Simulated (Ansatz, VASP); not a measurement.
# Two plane-wave programs on CdS

```
Cd S
1.0
     0.00000    2.93921    2.93921
     2.88043    0.00000    2.93921
     2.88043    2.93921    0.00000
Cd S
1 1
Direct
  0.00000 0.00000 0.00000
  0.25000 0.25000 0.25000
```

Change from the starting cell: uniaxial_x strain -2.0%.

Alike in both runs: task single point; functional r2SCAN; k mesh 8 × 8 × 8; no spin polarisation.

|  | VASP | Ansatz |
| --- | --- | --- |
| version | VASP 6.6.1 | Ansatz 0.2.0 |
| potentials or method | VASP PAW PBE potentials, release 64 (Cd, S) | plane waves, PAW |
| plane-wave cutoff (eV) | 520 | 500 |
| occupations | gaussian, width 0.01 eV | fixed |
| valence electrons in the cell | 18 | 26 |

|  | VASP | Ansatz | Ansatz less VASP |
| --- | --- | --- | --- |
| gap on the k mesh at the Fermi level (eV) | 1.55 | 1.55 | +0.003 |
| pressure (GPa) | 1.6 | 1.2 | -0.34 |
| traceless stress, the component that is largest in VASP (GPa) | 0.21 | 0.22 | +0.004 |

VASP's potentials were made for PBE, not for r2SCAN. VASP's potentials hold 18 valence electrons a cell and Ansatz's 26, so a difference there can come from the potentials and not from the codes.
